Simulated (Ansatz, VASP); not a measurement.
## Two plane-wave programs on AgOs2

The input INCAR:

```
SYSTEM = AgOs2
PREC     = Accurate       ! precision mode
ENCUT    = 600            ! plane-wave cutoff, eV
EDIFF    = 1E-6           ! SCF threshold, eV
ISMEAR   = 0              ! smearing method
SIGMA    = 0.1            ! smearing width, eV
LREAL    = .FALSE.        ! projectors in reciprocal space
LASPH    = .TRUE.         ! aspherical terms in the spheres
NELM     = 80             ! most SCF steps
ALGO     = Fast           ! electronic algorithm
ISIF     = 3              ! what is computed and relaxed
LWAVE    = .FALSE.        ! write WAVECAR
LCHARG   = .FALSE.        ! write CHGCAR
GGA      = PE             ! functional
IBRION   = 2              ! ionic algorithm
NSW      = 90             ! ionic steps
EDIFFG   = -0.04          ! ionic threshold
```

File KPOINTS:

```
Automatic mesh
0
G
  4 4 4
  0 0 0
```

The input POSCAR:

```
AgOs2
1.0
    4.0920310489      0.0000000000      0.0000000000
    0.0000000000      4.0920310489      0.0000000000
    0.0000000000      0.0000000000      5.8909498457
Ag Os
2 4
Direct
    0.0000000000      0.0000000000      0.0000000000
    0.5000000000      0.5000000000      0.5000000000
    0.0000000000      0.5000000000      0.2030000000
    0.0000000000      0.5000000000      0.7030000000
    0.5000000000      0.0000000000      0.2970000000
    0.5000000000      0.0000000000      0.7970000000
```

Input for Ansatz:

```yaml
crystal:
  lattice:
    - [4.0920310489, 0.0, 0.0]
    - [0.0, 4.0920310489, 0.0]
    - [0.0, 0.0, 5.8909498457]
  atoms:
    - { symbol: Ag, position: [0.0, 0.0, 0.0] }
    - { symbol: Ag, position: [0.5, 0.5, 0.5] }
    - { symbol: Os, position: [0.0, 0.5, 0.203] }
    - { symbol: Os, position: [0.0, 0.5, 0.703] }
    - { symbol: Os, position: [0.5, 0.0, 0.297] }
    - { symbol: Os, position: [0.5, 0.0, 0.797] }
basis:
  ecutwfc: 420
kpoints:
  mp_grid: { grid: [4, 4, 4] }
hamiltonian:
  xc: pbe
scf:
  occupations: { method: gaussian, width: 0.1 }
  lower_state_search: "off"
output:
  forces: true
  stress: true
  eigenvalues: true
relax:
  adjacent_minimum: "off"
  f_tol: 0.04
  max_steps: 70
  cell: { stress_tol: 0.4 }
```

Alike in both runs: task relaxation of cell and atoms; functional PBE; k mesh 4 × 4 × 4; occupations gaussian, width 0.1 eV; no spin polarisation.

```csv
,VASP,Ansatz
version,VASP 6.6.1,Ansatz 0.2.0
potentials or method,"VASP PAW PBE potentials, release 64 (Ag, Os), cutoff 600 eV","scalar-relativistic, plane waves, PAW"
valence electrons in the cell,54,102
```

|  | VASP | Ansatz | Ansatz less VASP |
| --- | --- | --- | --- |
| gap on the k mesh at the Fermi level, each at its own relaxed structure (eV) | none | none | - |
| relaxed volume (Å³/atom) | 18.34 | 18.37 | +0.031 |
| relaxed length of the cell vector where the two differ most in proportion (Å) | 4.876 | 4.879 | +0.0031 |

A gap of «none» marks a metal or a gap that the smearing closes. VASP's potentials hold 54 valence electrons a cell and Ansatz's 102, so a difference there can come from the potentials and not from the codes.

The k mesh is coarse, so the values compare programs but aren't converged. Neither program's run includes spin-orbit coupling. Noted on VASP's run: too few bands were computed for a metal, which touches its energy and stress.
